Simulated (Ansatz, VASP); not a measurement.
## FeNi3 in VASP and in Ansatz

```xyz
4
Lattice="3.3809 0.0000 0.0000 0.0000 3.3809 0.0000 0.0000 0.0000 3.3809" Properties=species:S:1:pos:R:3 pbc="T T T"
Fe    0.0000    0.0000    0.0000
Ni    0.0000    1.6904    1.6904
Ni    1.6904    0.0000    1.6904
Ni    1.6904    1.6904    0.0000
```

Alike in both runs: task single point; functional PBEsol; k mesh 12 × 12 × 12; occupations gaussian, width 0.1 eV; collinear spin.

|  | VASP | Ansatz |
| --- | --- | --- |
| version | VASP 6.6.1 | Ansatz 0.2.0 |
| potentials or method | VASP PAW PBE potentials, release 64 (Fe, Ni), cutoff 520 eV | scalar-relativistic, plane waves, PAW |
| valence electrons in the cell | 38 | 70 |

|  | VASP | Ansatz | Ansatz less VASP |
| --- | --- | --- | --- |
| gap on the k mesh at the Fermi level (eV) | none | none | - |
| pressure (GPa) | 26.4 | 26.8 | +0.40 |
| net moment per atom (μB) | 1.16 | 1.17 | +0.009 |
| size of the moment on the site where the two differ most (μB) | 0.62 | 0.68 | +0.063 |

VASP's potentials were made for PBE, not for PBEsol. Site moments also hang on the region over which each program counts them. A gap of «none» marks a metal or a gap that the smearing closes. VASP's potentials hold 38 valence electrons a cell and Ansatz's 70, so a difference there can come from the potentials and not from the codes.
